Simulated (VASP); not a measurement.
# TaO5 (P-62m) in VASP: notebook

TaO5 is run at these levels: PBE; tasks: single point, relaxation of cell and atoms.

Program: VASP 6.6.1. These are calculated values, not measurements. Logs are shortened: lines on timing, memory, paths and dates and some standing lists are left out, and cuts for length are marked.

## (1) The cell of the first run

The structure is hexagonal, space group P-62m (No. 189). The conventional cell has a = 4.011 Å, b = 4.011 Å, c = 4.885 Å, α = 90.00°, β = 90.00°, γ = 120.00°. Within 2.3 Å of Ta (site symmetry -62m) lie 2 O at 1.75 Å. O (site symmetry 3m) has 4 O at 1.38 to 1.67 Å and 1 Ta at 1.75 Å within 1.8 Å. O (site symmetry m2m) has 6 O at 1.67 to 2.18 Å within 2.2 Å.

## (2) Single point, PBE

INCAR reads:

```
SYSTEM = TaO5
ALGO = Normal ; EDIFF = 1E-7
ENCUT = 520 ; GGA = PE
ISIF = 2 ; ISMEAR = 0
LASPH = .TRUE. ; LCHARG = .TRUE.
LELF = .TRUE. ; LREAL = .FALSE.
LVHAR = .TRUE. ; LWAVE = .FALSE.
NBANDS = 30 ; NELM = 100
PREC = Accurate ; SIGMA = 0.1
```

KPOINTS reads:

```
k-points
0
G
  6 6 4
  0 0 0
```

POSCAR reads:

```
TaO5
1.0
    4.0114755400      0.0000000000      0.0000000000
   -2.0057377700      3.4740397200      0.0000000000
    0.0000000000      0.0000000000      4.8845214600
Ta O
1 5
Direct
    0.0000000000      0.0000000000      0.0000000000
    0.0000000000      0.0000000000      0.3585938700
    0.0000000000      0.0000000000      0.6414061300
    0.6215569100      0.0000000000      0.5000000000
    0.0000000000      0.6215569100      0.5000000000
    0.3784430900      0.3784430900      0.5000000000
```

Potentials or basis: VASP PAW PBE potentials, release 64 (Ta_pv, O).

Run with:

```console
$ cat potpaw_PBE.64/Ta_pv/POTCAR potpaw_PBE.64/O/POTCAR > POTCAR
$ mpirun -np 1 vasp_std > vasp.out
```

OUTCAR:

```text
SYSTEM = TaO5
   EDIFF = 1E-7
   ENCUT = 520
   GGA = PE
   ISIF = 2
   ISMEAR = 0
   LASPH = .TRUE.
   LREAL = .FALSE.
   NELM = 100
   PREC = Accurate

 ion  position               nearest neighbor table
   1  0.000  0.000  0.000-   2 1.75   3 1.75
   2  0.000  0.000  0.359-   3 1.38   5 1.67   6 1.67   4 1.67   1 1.75
   3  0.000  0.000  0.641-   2 1.38   5 1.67   6 1.67   4 1.67   1 1.75
   4  0.622  0.000  0.500-   2 1.67   3 1.67
   5  0.000  0.622  0.500-   2 1.67   3 1.67
   6  0.378  0.378  0.500-   2 1.67   3 1.67

  LATTYP: Found a hexagonal cell.
 ALAT       =     4.0114755400
 C/A-ratio  =     1.2176371042

  Lattice vectors:

 A1 = (   4.0114755400,   0.0000000000,   0.0000000000)
 A2 = (  -2.0057377700,   3.4740397200,   0.0000000000)
 A3 = (   0.0000000000,   0.0000000000,   4.8845214600)

Analysis of symmetry for initial positions (statically):
=====================================================================
 Subroutine PRICEL returns:
 Original cell was already a primitive cell.

 Routine SETGRP: Setting up the symmetry group for a
 hexagonal supercell.

 Subroutine GETGRP returns: Found 12 space group operations
 (whereof 12 operations were pure point group operations)
 out of a pool of 24 trial point group operations.

The static configuration has the point symmetry D_3h.

Analysis of symmetry for dynamics (positions and initial velocities):
=====================================================================
 Subroutine PRICEL returns:
 Original cell was already a primitive cell.

 Routine SETGRP: Setting up the symmetry group for a
 hexagonal supercell.

 Subroutine GETGRP returns: Found 12 space group operations
 (whereof 12 operations were pure point group operations)
 out of a pool of 24 trial point group operations.

The dynamic configuration has the point symmetry D_3h.

 Subroutine INISYM returns: Found 12 space group operations
 (whereof 12 operations are pure point group operations),
 and found     1 'primitive' translations

----------------------------------------------------------------------------------------

                                     Primitive cell

  volume of cell :      68.0708

  direct lattice vectors                    reciprocal lattice vectors
     4.011475540  0.000000000  0.000000000     0.249284830  0.143924664  0.000000000
    -2.005737770  3.474039720  0.000000000     0.000000000  0.287849328  0.000000000
     0.000000000  0.000000000  4.884521460     0.000000000  0.000000000  0.204728346

  length of vectors
     4.011475540  4.011475536  4.884521460     0.287849328  0.287849328  0.204728346

  position of ions in fractional coordinates (direct lattice)
     0.000000000  0.000000000  0.000000000
     0.000000000  0.000000000  0.358593870
     0.000000000  0.000000000  0.641406130
     0.621556910  0.000000000  0.500000000
     1.000000000  0.621556910  0.500000000
     0.378443090  0.378443090  0.500000000

  ion indices of the primitive-cell ions
   primitive index   ion index
                 1           1
                 2           2
                 3           3
                 4           4
                 5           5
                 6           6

----------------------------------------------------------------------------------------

 KPOINTS: k-points

Automatic generation of k-mesh.
 Grid dimensions read from file:
 generate k-points for:    6    6    4

 Generating k-lattice:

  Cartesian coordinates                     Fractional coordinates (reciprocal lattice)
     0.041547472  0.023987444  0.000000000     0.166666667  0.000000000  0.000000000
     0.000000000  0.047974888  0.000000000     0.000000000  0.166666667  0.000000000
     0.000000000  0.000000000  0.051182087     0.000000000  0.000000000  0.250000000

  Length of vectors
     0.047974888  0.047974888  0.051182087

  Shift w.r.t. Gamma in fractional coordinates (k-lattice)
     0.000000000  0.000000000  0.000000000

 Subroutine IBZKPT returns following result:
 ===========================================

 Found     21 irreducible k-points:

 Following reciprocal coordinates:
            Coordinates               Weight
  0.000000  0.000000  0.000000      1.000000
  0.166667 -0.000000  0.000000      6.000000
  0.333333 -0.000000  0.000000      6.000000
  0.500000 -0.000000  0.000000      3.000000
  0.166667  0.166667  0.000000      6.000000
  0.333333  0.166667  0.000000     12.000000
[... 13 lines left out ...]
  0.333333  0.166667  0.500000     12.000000
  0.333333  0.333333  0.500000      2.000000
   k-points           NKPTS =     21   k-points in BZ     NKDIM =     21   number of bands    NBANDS=     30
   number of dos      NEDOS =    301   number of ions     NIONS =      6
   total plane-waves  NPLWV =  32400
   dimension x,y,z NGX =    30 NGY =   30 NGZ =   36
   dimension x,y,z NGXF=    60 NGYF=   60 NGZF=   72
   ions per type =               1   5
[... 34 lines left out ...]
  Fermi-wavevector in a.u.,A,eV,Ry     =   1.382555  2.612650 26.006975  1.911459
  Thomas-Fermi vector in A             =   2.507235
   LORBIT       =      0    0 simple, 1 ext, 2 COOP (PROOUT), +10 PAW based schemes
   GGA     = PE    functional components
   LHFCALC =     F    Hartree Fock is set to
   AEXX    =    0.0000 exact exchange contribution
   IVDW    =     0    specifies the selected vdW correction
   LEPSILON=     F    determine dielectric tensor
   LRPA    =     F    only Hartree local field effects (RPA)
 non-spin polarized calculation
 Gauss-broadening in eV      SIGMA  =   0.10
  energy-cutoff  :      520.00
  volume of cell :       68.07
 maximum number of plane-waves:      1861
 NGX is ok and might be reduce to    30
   NGX = 15   NGY = 15   NGZ = 19

 number of electron      40.9999998 magnetization

 Free energy of the ion-electron system (eV)
  ---------------------------------------------------
  ext. energy  EPLUGINS =         0.00000000
  ---------------------------------------------------
  free energy    TOTEN  =       -18.64903504 eV

  energy without entropy =      -18.61759862  energy(sigma->0) =      -18.63331683

 E-fermi :   3.6018     XC(G=0): -10.7770

 val. band max:        3.5990058603   @ k =   0.3333   0.1667   0.2500
 cond. band min:       3.6069611446   @ k =   0.1667   0.1667   0.2500
 fundamental gap:      0.0079552843
 Fermi energy:         3.6018416620

 k-point     1 :       0.0000    0.0000    0.0000
  band No.  band energies     occupation
      1     -33.1246      2.00000
      2     -32.0238      2.00000
      3     -32.0238      2.00000
      4     -25.1417      2.00000
      5     -14.6452      2.00000
      6     -14.6452      2.00000
[... 22 lines left out ...]
     29      12.8924      0.00000
     30      14.0498      0.00000

 k-point     2 :       0.1667   -0.0000    0.0000
  band No.  band energies     occupation
      1     -33.1238      2.00000
      2     -32.0301      2.00000
      3     -32.0254      2.00000
      4     -25.0989      2.00000
      5     -15.4396      2.00000
      6     -14.8041      2.00000
[... 22 lines left out ...]
     29      12.0504      0.00000
     30      13.3335      0.00000

 k-point     3 :       0.3333   -0.0000    0.0000
  band No.  band energies     occupation
      1     -33.1221      2.00000
      2     -32.0427      2.00000
      3     -32.0287      2.00000
      4     -25.0104      2.00000
      5     -16.1667      2.00000
      6     -15.0915      2.00000
[... 22 lines left out ...]
     29       8.6443      0.00000
     30      12.4805      0.00000

 k-point     4 :       0.5000   -0.0000    0.0000
  band No.  band energies     occupation
      1     -33.1214      2.00000
      2     -32.0490      2.00000
      3     -32.0304      2.00000
      4     -24.9647      2.00000
      5     -16.4388      2.00000
      6     -15.2224      2.00000
[... 517 lines left out ...]
     29      10.3241      0.00000
     30      12.3205      0.00000

 k-point    20 :       0.3333    0.1667    0.5000
  band No.  band energies     occupation
      1     -33.1948      2.00000
      2     -32.0446      2.00000
      3     -32.0325      2.00000
      4     -24.3267      2.00000
      5     -17.0183      2.00000
      6     -16.3225      2.00000
[... 22 lines left out ...]
     29       7.7906      0.00000
     30      10.9328      0.00000

 k-point    21 :       0.3333    0.3333    0.5000
  band No.  band energies     occupation
      1     -33.1941      2.00000
      2     -32.0405      2.00000
      3     -32.0405      2.00000
      4     -24.3020      2.00000
      5     -17.0116      2.00000
      6     -16.0652      2.00000
[... 22 lines left out ...]
     29       8.7144      0.00000
     30       8.7144      0.00000

------------------------ aborting loop because EDIFF is reached ----------------------------------------

  FORCE on cell =-STRESS in cart. coord.  units (eV):
  Direction    XX          YY          ZZ          XY          YZ          ZX
  --------------------------------------------------------------------------------------
  -------------------------------------------------------------------------------------
  Total       21.8597519     21.8597518     34.3288213      0.0000000      0.0000000      0.0000000
  in kB      514.5112328    514.5112315    807.9947226      0.0000000      0.0000000      0.0000000
  external PRESSURE =     612.3390623 kB  Pullay stress =       0.0000000 kB

 VOLUME and BASIS-vectors are now :
 -----------------------------------------------------------------------------
  energy-cutoff  :      520.00
  volume of cell :       68.07
      direct lattice vectors                 reciprocal lattice vectors
     4.011475540  0.000000000  0.000000000     0.249284830  0.143924664  0.000000000
    -2.005737770  3.474039720  0.000000000     0.000000000  0.287849328  0.000000000
     0.000000000  0.000000000  4.884521460     0.000000000  0.000000000  0.204728346

 POSITION                                       TOTAL-FORCE (eV/Angst)
 -----------------------------------------------------------------------------------
      0.00000      0.00000      0.00000         0.000000      0.000000      0.000000
      0.00000      0.00000      1.75156         0.000000      0.000000     -5.105747
      0.00000      0.00000      3.13296         0.000000      0.000000      5.105747
      2.49336      0.00000      2.44226        -9.024447      0.000000     -0.000000
     -1.24668      2.15931      2.44226         4.512223     -7.815400      0.000000
      0.75906      1.31473      2.44226         4.512223      7.815400     -0.000000
 -----------------------------------------------------------------------------------
    total drift:                                0.000001      0.000002     -0.000001

  FREE ENERGIE OF THE ION-ELECTRON SYSTEM (eV)
  ---------------------------------------------------
  free  energy   TOTEN  =       -18.6490350439 eV

  energy  without entropy=      -18.6175986224  energy(sigma->0) =      -18.63331683
```

It took 24 s on 1 thread of Intel Xeon 6975P-C (Granite Rapids), shared host; peak memory 0.19 GiB.

What came out:

| Quantity | Value |
| --- | --- |
| Free energy | -18.6490 eV |
| Pressure | 61.2 GPa |
| Largest force | 9.024 eV/Å |

Forces in eV/Å, atoms in the order of the input:
```
Ta   0.000  0.000  0.000
O    0.000  0.000 -5.106
O    0.000  0.000  5.106
O   -9.024  0.000  0.000
O    4.512 -7.815  0.000
O    4.512  7.815  0.000
```

Levels at points of the mesh, in eV from the Fermi level:
```csv
k point,band 18,band 19,band 20,band 21,band 22,band 23
"(0.00, 0.00, 0.00)",-0.61,-0.35,-0.35,0.07,0.28,0.28
"(0.50, 0.00, 0.00)",-0.81,-0.56,-0.47,-0.29,0.92,1.38
"(0.00, 0.00, 0.50)",-1.03,-0.78,-0.78,-0.17,0.03,0.34
"(0.50, 0.00, 0.50)",-0.96,-0.86,-0.18,-0.02,0.09,0.30
```

Caveat: spin-orbit coupling is left out, which moves the levels of the heavy elements; an odd number of electrons without spin polarisation forces a metal; a magnetic or distorted state may lie lower.

## (3) Relaxation of cell and atoms, PBE

INCAR reads:

```
ALGO = Normal ; EDIFF = 1E-7
EDIFFG = -0.04 ; ENCUT = 600
GGA = PE ; IBRION = 2
ISIF = 3 ; ISMEAR = 0
LASPH = True ; LCHARG = False
LREAL = False ; LWAVE = False
NELM = 60 ; NSW = 90
PREC = Accurate ; SIGMA = 0.1
```

KPOINTS reads:

```
k-points
0
Gamma
  6 6 4
```

POSCAR is that of step 2.

Potentials or basis: VASP PAW PBE potentials, release 64 (Ta_pv, O).

Run with:

```console
$ cat potpaw_PBE.64/Ta_pv/POTCAR potpaw_PBE.64/O/POTCAR > POTCAR
$ mpirun -np 1 vasp_std > vasp.out
```

It took 5.8 min on 1 thread of Intel Xeon 6975P-C (Granite Rapids), shared host; peak memory 0.23 GiB.

Results (log left out):

* Free energy: -30.2099 eV
* Relaxed volume: 12.75 Å³/atom
* Relaxed cell: a = 3.549 Å, b = 3.549 Å, c = 7.012 Å, α = 90.00°, β = 90.00°, γ = 120.00°
* Space group after relaxing (to 0.05 Å): P6/mmm (No. 191)
* Energy gained by relaxing: 1925.0 meV/atom
* Ionic steps: 18
* Pressure after relaxing: -0.1 GPa
* Largest force after relaxing: 0.021 eV/Å

Forces in eV/Å, atoms in the order of the input:
```
Ta   0.000  0.000  0.000
O    0.000  0.000 -0.021
O    0.000  0.000  0.021
O   -0.012  0.000  0.000
O    0.006 -0.011  0.000
O    0.006  0.011  0.000
```

Stress tensor (GPa, compression positive):
```
 0.01  0.00  0.00
 0.00  0.01  0.00
 0.00  0.00 -0.47
```

Step by step:
| step | energy change (eV) | largest force (eV/Å) | pressure (GPa) | volume (Å³) |
| --- | --- | --- | --- | --- |
| 1 | 0.0000 | 9.0182 | 61.12 | 68.07 |
| 2 | -6.9835 | 3.6258 | -17.13 | 119.96 |
| 3 | -8.1092 | 2.7116 | -6.55 | 98.36 |
| 4 | -8.1083 | 2.7106 | -6.02 | 97.69 |
| 5 | -8.1955 | 4.3745 | 7.29 | 91.87 |
| 6 | -8.4061 | 0.8627 | 0.28 | 94.40 |
| 7 | -8.9007 | 0.5364 | -0.66 | 91.66 |
| 8 | -10.5824 | 0.6634 | -1.07 | 82.53 |
| 9 | -8.4969 | 1.0699 | 36.87 | 61.49 |
| 10 | -11.2874 | 0.5676 | 3.75 | 77.39 |
| 11 | -11.2598 | 0.8643 | 13.43 | 70.03 |
| 12 | -11.4696 | 0.7404 | 7.89 | 73.53 |
| 13 | -11.4638 | 0.7565 | 8.57 | 73.01 |
| 14 | -10.7683 | 3.9656 | -17.23 | 79.89 |
| 15 | -11.5199 | 0.6572 | 1.83 | 74.48 |
| 16 | -11.5203 | 0.5606 | 2.32 | 74.37 |
| 17 | -11.5494 | 0.0692 | -0.51 | 76.83 |
| 18 | -11.5502 | 0.0208 | -0.15 | 76.48 |

Final structure:
```
Ta O
1.0
     3.54888    0.00000    0.00000
    -1.77444    3.07342    0.00000
     0.00000    0.00000    7.01174
Ta O
1 5
Direct
  0.00000 0.00000 0.00000
  0.00000 0.00000 0.25638
  0.00000 0.00000 0.74362
  0.49524 0.00000 0.50000
  0.00000 0.49524 0.50000
  0.50476 0.50476 0.50000
```

Levels at points of the mesh, in eV from the Fermi level:
```tsv
k point	band 18	band 19	band 20	band 21	band 22	band 23	band 24
(0.00, 0.00, 0.00)	-0.88	-0.19	-0.19	-0.05	0.82	0.82	3.36
(0.50, 0.00, 0.00)	-1.18	-1.03	-0.98	-0.59	-0.11	-0.03	3.12
(0.00, 0.00, 0.50)	-1.14	-0.77	-0.20	-0.20	0.84	0.84	3.38
(0.50, 0.00, 0.50)	-1.19	-1.16	-1.10	-0.98	0.21	0.30	3.12
```

Caveat: spin-orbit coupling is left out, which moves the levels of the heavy elements; an odd number of electrons without spin polarisation forces a metal; a magnetic or distorted state may lie lower.

## (4) Relaxation of cell and atoms, PBE

INCAR reads:

```
ALGO = Normal ; EDIFF = 1E-7
EDIFFG = -0.04 ; ENCUT = 600
GGA = PE ; GGA_COMPAT = False
IBRION = 2 ; ISIF = 3
ISMEAR = 0 ; LASPH = True
LCHARG = False ; LREAL = False
LWAVE = False ; NELM = 120
NELMIN = 4 ; NSW = 90
PREC = Accurate ; SIGMA = 0.1
```

KPOINTS is that of step 3.

POSCAR is that of step 3.

Potentials or basis: VASP PAW PBE potentials, release 64 (Ta_sv_GW, O).

Run with:

```console
$ cat potpaw_PBE.64/Ta_sv_GW/POTCAR potpaw_PBE.64/O/POTCAR > POTCAR
$ mpirun -np 1 vasp_std > vasp.out
```

Run time: 17 min. Hardware: 1 thread of Intel Xeon 6975P-C (Granite Rapids), shared host; peak memory 0.24 GiB.

Results (log left out):

* Free energy: -32.7334 eV
* Relaxed volume: 12.74 Å³/atom
* Relaxed cell: a = 3.554 Å, b = 3.554 Å, c = 6.986 Å, α = 90.00°, β = 90.00°, γ = 120.00°
* Space group after relaxing (to 0.05 Å): P-62m (No. 189)
* Energy gained by relaxing: 1922.1 meV/atom
* Ionic steps: 19
* Pressure after relaxing: 0.0 GPa
* Largest force after relaxing: 0.016 eV/Å

Forces on the atoms (eV/Å):
```
Ta   0.000  0.000  0.000
O    0.000  0.000  0.003
O    0.000  0.000 -0.003
O   -0.016  0.000  0.000
O    0.008 -0.014  0.000
O    0.008  0.014  0.000
```

Stress tensor (GPa, compression positive):
```
-0.18  0.00  0.00
 0.00 -0.18  0.00
 0.00  0.00  0.44
```

The path:
```
step  energy change (eV)  largest force (eV/Å)  pressure (GPa)  volume (Å³)
   1              0.0000                9.0324           60.93        68.07
   2             -7.0314                3.5064          -16.97       119.78
   3             -8.1300                2.5786           -6.58        98.34
   4             -8.1293                2.5777           -6.05        97.66
   5             -8.2359                4.1919            6.93        91.71
   6             -8.4175                0.9537            0.35        94.22
   7             -8.8656                0.6677           -0.32        91.60
   8            -10.3771                0.4594           -0.30        83.00
   9             -9.8725                0.5669           29.02        63.57
  10            -11.2673                0.3637            4.81        76.38
  11            -11.2587                0.5230           14.03        69.65
  12            -11.4157                0.4610            9.26        72.57
  13            -10.9127                3.7806          -15.49        79.11
  14            -11.4870                0.9714            1.74        74.28
  15            -11.4873                0.8927            2.16        74.18
  16            -11.5318                0.0140           -0.53        76.77
  17            -11.5323                0.0720           -0.31        76.53
  18            -11.5321                0.1147            0.54        76.27
  19            -11.5325                0.0157            0.03        76.43
```

Final structure:
```
Ta O
1.0
     3.55405    0.00000    0.00000
    -1.77703    3.07790    0.00000
     0.00000    0.00000    6.98647
Ta O
1 5
Direct
  0.00000 0.00000 0.00000
  0.00000 0.00000 0.25674
  0.00000 0.00000 0.74326
  0.49191 0.00000 0.50000
  0.00000 0.49191 0.50000
  0.50809 0.50809 0.50000
```

Levels at points of the mesh, in eV from the Fermi level:
```
           k point  band 19  band 20  band 21  band 22  band 23  band 24  band 25
(0.00, 0.00, 0.00)    -0.90    -0.20    -0.20    -0.05     0.84     0.84     3.32
(0.50, 0.00, 0.00)    -1.25    -1.02    -0.91    -0.59    -0.14    -0.01     3.13
(0.00, 0.00, 0.50)    -1.19    -0.78    -0.20    -0.20     0.85     0.85     3.34
(0.50, 0.00, 0.50)    -1.25    -1.16    -1.09    -0.92     0.23     0.29     3.13
```

Caveat: spin-orbit coupling is left out, which moves the levels of the heavy elements; an odd number of electrons without spin polarisation forces a metal; a magnetic or distorted state may lie lower.

## (5) Summary

```csv
task,potentials or basis,cell,cutoff (eV),second run,gap on the mesh (eV),pressure (GPa),relaxed volume (Å³/atom),largest force (eV/Å)
single point,"VASP PAW PBE potentials, release 64 (Ta_pv, O)",as given,520,-,none,61.2,-,9.02
relaxation of cell and atoms,"VASP PAW PBE potentials, release 64 (Ta_pv, O)",relaxed,600,-,none,-0.1,12.75,0.02
relaxation of cell and atoms,"VASP PAW PBE potentials, release 64 (Ta_sv_GW, O)",relaxed,600,valence_matched,none,0.0,12.74,0.02
```

Alike in all rows: level PBE; no spin polarisation; k mesh 6 × 6 × 4; smearing gaussian 0.1 eV.

Caveats: spin-orbit coupling is left out, which moves the levels of the heavy elements; an odd number of electrons without spin polarisation forces a metal; a magnetic or distorted state may lie lower.

Total energies depend on the potentials used, so only differences within one code and one set of settings carry meaning.
